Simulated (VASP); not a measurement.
# GaN (Cmc2_1) in VASP: further runs

Runs on GaN. Level: PBE. Tasks: single point.

Program: VASP 6.6.1. These are calculated values, not measurements. Logs are shortened: lines on timing, memory, paths and dates and some standing lists are left out, and cuts for length are marked.

**1. The cell of the first run**

The structure is orthorhombic, space group Cmc2_1 (No. 36). Conventional cell: a = 3.275 Å, b = 5.508 Å, c = 5.166 Å, α = 90.00°, β = 90.00°, γ = 90.00°. Within 2.6 Å of Ga (site symmetry m) lie 4 N at 1.94 to 1.99 Å. N (site symmetry m) has 4 Ga at 1.94 to 1.99 Å within 2.6 Å.

**2. Single point, PBE (strain +0.0300 x Voigt [1, 0, 0, 0, 0, 0])**

INCAR

```
SYSTEM = GaN
  PREC = Accurate
  ENCUT = 520
  EDIFF = 1E-7
  ISMEAR = 0
  SIGMA = 0.05
  LREAL = .FALSE.
  LASPH = .TRUE.
  NELM = 80
  ALGO = Normal
  ISIF = 2
  LWAVE = .FALSE.
  LCHARG = .FALSE.
  GGA = PE
  NBANDS = 26
```

KPOINTS

```
regular mesh
0
G
  12 12 6
  0 0 0
```

POSCAR

```
GaN
1.0
    3.2753996503      0.0000000000      0.0000000000
   -1.6376998252      2.7539604900      0.0000000000
    0.0000000000      0.0000000000      5.1660000000
Ga N
2 2
Direct
    0.3333333333      0.6666666667      0.0000000000
    0.6666666667      0.3333333333      0.5000000000
    0.3333333333      0.6666666667      0.3750000000
    0.6666666667      0.3333333333      0.8750000000
```

Potentials or basis: VASP PAW PBE potentials, release 64 (Ga_d, N).

Started as:

```sh
$ cat potpaw_PBE.64/Ga_d/POTCAR potpaw_PBE.64/N/POTCAR > POTCAR
$ mpirun -np 1 vasp_std > vasp.out
```

OUTCAR:

```text
SYSTEM = GaN
   PREC = Accurate
   ENCUT = 520
   EDIFF = 1E-7
   ISMEAR = 0
   LREAL = .FALSE.
   LASPH = .TRUE.
   NELM = 80
   ISIF = 2
   GGA = PE

 ion  position               nearest neighbor table
   1  0.333  0.667  0.000-   3 1.94   4 1.95   4 1.99   4 1.99
   2  0.667  0.333  0.500-   4 1.94   3 1.95   3 1.99   3 1.99
   3  0.333  0.667  0.375-   1 1.94   2 1.95   2 1.99   2 1.99
   4  0.667  0.333  0.875-   2 1.94   1 1.95   1 1.99   1 1.99

  Warning from LATTYP: Monoclinic adjustment (A1->A3, A2->A1, A3->A2)!
  LATTYP: Found a base centered orthorhombic cell.
 ALAT       =     3.2753996503
 B/A-ratio  =     1.6816027258
 C/A-ratio  =     1.5772121120

  Lattice vectors:

 A1 = (   1.6376998252,  -2.7539604900,   0.0000000000)
 A2 = (   1.6376998251,   2.7539604900,   0.0000000000)
 A3 = (   0.0000000000,   0.0000000000,   5.1660000000)

Analysis of symmetry for initial positions (statically):
=====================================================================
 Subroutine PRICEL returns:
 Original cell was already a primitive cell.

 Routine SETGRP: Setting up the symmetry group for a
 base centered orthorhombic supercell.

 Subroutine GETGRP returns: Found  4 space group operations
 (whereof  2 operations were pure point group operations)
 out of a pool of  8 trial point group operations.

The static configuration has the point symmetry C_1h.
 The point group associated with its full space group is C_2v.

Analysis of symmetry for dynamics (positions and initial velocities):
=====================================================================
 Subroutine PRICEL returns:
 Original cell was already a primitive cell.

 Routine SETGRP: Setting up the symmetry group for a
 base centered orthorhombic supercell.

 Subroutine GETGRP returns: Found  4 space group operations
 (whereof  2 operations were pure point group operations)
 out of a pool of  8 trial point group operations.

The dynamic configuration has the point symmetry C_1h.
 The point group associated with its full space group is C_2v.

 Subroutine INISYM returns: Found  4 space group operations
 (whereof  2 operations are pure point group operations),
 and found     1 'primitive' translations

----------------------------------------------------------------------------------------

                                     Primitive cell

  volume of cell :      46.5990

  direct lattice vectors                    reciprocal lattice vectors
     3.275399650  0.000000000  0.000000000     0.305306255  0.181556708  0.000000000
    -1.637699825  2.753960490  0.000000000     0.000000000  0.363113416  0.000000000
     0.000000000  0.000000000  5.166000000     0.000000000  0.000000000  0.193573364

  length of vectors
     3.275399650  3.204115962  5.166000000     0.355210849  0.363113416  0.193573364

  position of ions in fractional coordinates (direct lattice)
     0.333333333  0.666666667  0.000000000
     0.666666667  0.333333333  0.500000000
     0.333333333  0.666666667  0.375000000
     0.666666667  0.333333333  0.875000000

  ion indices of the primitive-cell ions
   primitive index   ion index
                 1           1
                 2           2
                 3           3
                 4           4

----------------------------------------------------------------------------------------

 KPOINTS: regular mesh

Automatic generation of k-mesh.
 Grid dimensions read from file:
 generate k-points for:   12   12    6

 Generating k-lattice:

  Cartesian coordinates                     Fractional coordinates (reciprocal lattice)
     0.025442188  0.015129726  0.000000000     0.083333333  0.000000000  0.000000000
     0.000000000  0.030259451  0.000000000     0.000000000  0.083333333  0.000000000
     0.000000000  0.000000000  0.032262227     0.000000000  0.000000000  0.166666667

  Length of vectors
     0.029600904  0.030259451  0.032262227

  Shift w.r.t. Gamma in fractional coordinates (k-lattice)
     0.000000000  0.000000000  0.000000000

 Subroutine IBZKPT returns following result:
 ===========================================

 Found    172 irreducible k-points:

 Following reciprocal coordinates:
            Coordinates               Weight
  0.000000  0.000000  0.000000      1.000000
  0.083333  0.000000  0.000000      4.000000
  0.166667  0.000000  0.000000      4.000000
  0.250000  0.000000  0.000000      4.000000
  0.333333  0.000000  0.000000      4.000000
  0.416667  0.000000  0.000000      4.000000
[... 16 lines left out ...]
  0.333333  0.166667  0.000000      4.000000
  0.416667  0.166667  0.000000      4.000000
 [... further k-points ...]
   k-points           NKPTS =    172   k-points in BZ     NKDIM =    172   number of bands    NBANDS=     26
   number of dos      NEDOS =    301   number of ions     NIONS =      4
   total plane-waves  NPLWV =  23040
   dimension x,y,z NGX =    24 NGY =   24 NGZ =   40
   dimension x,y,z NGXF=    48 NGYF=   48 NGZF=   80
   ions per type =               2   2
   NGX,Y,Z   is equivalent  to a cutoff of  12.18, 12.45, 12.87 a.u.
   NGXF,Y,Z  is equivalent  to a cutoff of  24.36, 24.90, 25.74 a.u.
 SYSTEM =  GaN
   PREC   = accura    normal or accurate (medium, high low for compatibility)
   ISTART =      0    job   : 0-new  1-cont  2-samecut
   ICHARG =      2    charge: 1-file 2-atom 10-const
   ISPIN  =      1    spin polarized calculation?
   LNONCOLLINEAR =      F non collinear calculations
   LSORBIT =      F    spin-orbit coupling
   LASPH  =      T    aspherical Exc in radial PAW
   ENCUT  =  520.0 eV  38.22 Ry    6.18 a.u.   6.09  5.96  9.61*2*pi/ulx,y,z
   NELM   =     80;   NELMIN=  2; NELMDL= -5     # of ELM steps
   EDIFF  = 0.1E-06   stopping-criterion for ELM
   LREAL  =      F    real-space projection
   EDIFFG = 0.1E-05   stopping-criterion for IOM
   NSW    =      0    number of steps for IOM
   IBRION =     -1    ionic relax: 0-MD 1-quasi-New 2-CG
   NFREE  =      0    steps in history (QN), initial steepest desc. (CG)
   ISIF   =      2    stress and relaxation
   ISYM   =      2    0-nonsym 1-usesym 2-fastsym
   POTIM  = 0.5000    time-step for ionic-motion
   TEBEG  =    0.0;   TEEND  =   0.0 temperature during run
   PSTRESS=    0.0 pullay stress
   NELECT =      36.0000    total number of electrons
   NUPDOWN=      -1.0000    fix difference up-down
   EMIN   =  10.00;   EMAX   =-10.00  energy-range for DOS
   EFERMI =   0.00;   METHOD = LEGACY
   ISMEAR =     0;   SIGMA  =   0.05  broadening in eV -4-tet -1-fermi 0-gaus
   EFERMI_NEDOS =   21; number of points for ismear=-14 and -15
   IALGO  =     38    algorithm
   IMIX   =      4    mixing-type and parameters
     AMIX     =   0.40;   BMIX     =  1.00
     AMIX_MAG =   1.60;   BMIX_MAG =  1.00
  volume/ion in A,a.u.               =      11.65        78.62
  Fermi-wavevector in a.u.,A,eV,Ry     =   1.502162  2.838675 30.701432  2.256492
  Thomas-Fermi vector in A             =   2.613439
   LORBIT       =      0    0 simple, 1 ext, 2 COOP (PROOUT), +10 PAW based schemes
   GGA     = PE    functional components
   LHFCALC =     F    Hartree Fock is set to
   AEXX    =    0.0000 exact exchange contribution
   IVDW    =     0    specifies the selected vdW correction
   LEPSILON=     F    determine dielectric tensor
   LRPA    =     F    only Hartree local field effects (RPA)
 non-spin polarized calculation
 Gauss-broadening in eV      SIGMA  =   0.05
  energy-cutoff  :      520.00
  volume of cell :       46.60
 maximum number of plane-waves:      1278
   NGX = 13   NGY = 11   NGZ = 19

 number of electron      35.9999986 magnetization

 Free energy of the ion-electron system (eV)
  ---------------------------------------------------
  ext. energy  EPLUGINS =         0.00000000
  ---------------------------------------------------
  free energy    TOTEN  =       -24.29240092 eV

  energy without entropy =      -24.29240092  energy(sigma->0) =      -24.29240092

 E-fermi :   5.3823     XC(G=0): -11.5632

 val. band max:        5.1526900942   @ k =   0.0000   0.0000   0.0000
 cond. band min:       6.8945211677   @ k =   0.0000   0.0000   0.0000
 fundamental gap:      1.7418310735
 Fermi energy:         5.3822804545

 k-point     1 :       0.0000    0.0000    0.0000
  band No.  band energies     occupation
      1     -10.7111      2.00000
      2      -9.8402      2.00000
      3      -8.3241      2.00000
      4      -8.3062      2.00000
      5      -8.2952      2.00000
      6      -8.2458      2.00000
[... 18 lines left out ...]
     25      16.3633      0.00000
     26      16.8671      0.00000

 k-point     2 :       0.0833    0.0000    0.0000
  band No.  band energies     occupation
      1     -10.6482      2.00000
      2      -9.8260      2.00000
      3      -8.3161      2.00000
      4      -8.2917      2.00000
      5      -8.2811      2.00000
      6      -8.2368      2.00000
[... 18 lines left out ...]
     25      16.1931      0.00000
     26      16.9069      0.00000

 k-point     3 :       0.1667    0.0000    0.0000
  band No.  band energies     occupation
      1     -10.4773      2.00000
      2      -9.7911      2.00000
      3      -8.2950      2.00000
      4      -8.2699      2.00000
      5      -8.2297      2.00000
      6      -8.1971      2.00000
[... 18 lines left out ...]
     25      16.4218      0.00000
     26      17.2052      0.00000

 k-point     4 :       0.2500    0.0000    0.0000
  band No.  band energies     occupation
      1     -10.2525      2.00000
      2      -9.7527      2.00000
      3      -8.2737      2.00000
      4      -8.2502      2.00000
      5      -8.1892      2.00000
      6      -8.1481      2.00000
[... 18 lines left out ...]
     25      16.4034      0.00000
     26      17.6433      0.00000
[... 496 lines left out ...]
      1      -9.9674      2.00000
      2      -9.7167      2.00000
      3      -8.2710      2.00000
      4      -8.2158      2.00000
      5      -8.1393      2.00000
      6      -8.1174      2.00000
[... 18 lines left out ...]
     25      15.8200      0.00000
     26      18.8056      0.00000

 k-point    23 :       0.3333    0.1667    0.0000
  band No.  band energies     occupation
      1      -9.8640      2.00000
      2      -9.7112      2.00000
      3      -8.2811      2.00000
      4      -8.2064      2.00000
      5      -8.1214      2.00000
      6      -8.1059      2.00000
[... 18 lines left out ...]
     25      16.3503      0.00000
     26      18.5548      0.00000

 k-point    24 :       0.4167    0.1667    0.0000
  band No.  band energies     occupation
      1      -9.8306      2.00000
      2      -9.7122      2.00000
      3      -8.2853      2.00000
      4      -8.2048      2.00000
      5      -8.1171      2.00000
      6      -8.1015      2.00000
[... 18 lines left out ...]
     25      17.3573      0.00000
     26      18.0078      0.00000

 [... further k-points ...]

------------------------ aborting loop because EDIFF is reached ----------------------------------------

  FORCE on cell =-STRESS in cart. coord.  units (eV):
  Direction    XX          YY          ZZ          XY          YZ          ZX
  --------------------------------------------------------------------------------------
  -------------------------------------------------------------------------------------
  Total       -1.3440190      1.0687325      1.9783913     -0.0000000      0.0000000      0.0000000
  in kB      -46.2103835     36.7454170     68.0215267     -0.0000000      0.0000000      0.0000000
  external PRESSURE =      19.5188534 kB  Pullay stress =       0.0000000 kB

 VOLUME and BASIS-vectors are now :
 -----------------------------------------------------------------------------
  energy-cutoff  :      520.00
  volume of cell :       46.60
      direct lattice vectors                 reciprocal lattice vectors
     3.275399650  0.000000000  0.000000000     0.305306255  0.181556708  0.000000000
    -1.637699825  2.753960490  0.000000000     0.000000000  0.363113416  0.000000000
     0.000000000  0.000000000  5.166000000     0.000000000  0.000000000  0.193573364

 POSITION                                       TOTAL-FORCE (eV/Angst)
 -----------------------------------------------------------------------------------
     -0.00000      1.83597      0.00000         0.000000     -0.205643     -0.271477
      1.63770      0.91799      2.58300        -0.000000      0.205643     -0.271477
     -0.00000      1.83597      1.93725         0.000000     -0.249555      0.271477
      1.63770      0.91799      4.52025        -0.000000      0.249555      0.271477
 -----------------------------------------------------------------------------------
    total drift:                               -0.000000     -0.000001     -0.000521

  FREE ENERGIE OF THE ION-ELECTRON SYSTEM (eV)
  ---------------------------------------------------
  free  energy   TOTEN  =       -24.2924009199 eV

  energy  without entropy=      -24.2924009199  energy(sigma->0) =      -24.29240092
```

Run time: 5.2 min. Hardware: 1 thread of AMD EPYC 7R13, shared host; peak memory 0.26 GiB.

Results:

* Free energy: -24.2924 eV
* Pressure: 2.0 GPa
* Largest force: 0.369 eV/Å
* Band gap on the k mesh: 1.74 eV, direct

Forces in eV/Å, atoms in the order of the input:
```
Ga   0.000 -0.206 -0.271
Ga   0.000  0.206 -0.271
N    0.000 -0.250  0.271
N    0.000  0.250  0.271
```

Stress tensor (GPa, compression positive):
```
-4.62  0.00  0.00
 0.00  3.67  0.00
 0.00  0.00  6.80
```

Caveat: the cell differs from its parent crystal (strain +0.0300 x Voigt [1, 0, 0, 0, 0, 0]).

[end of part 1 of 2]
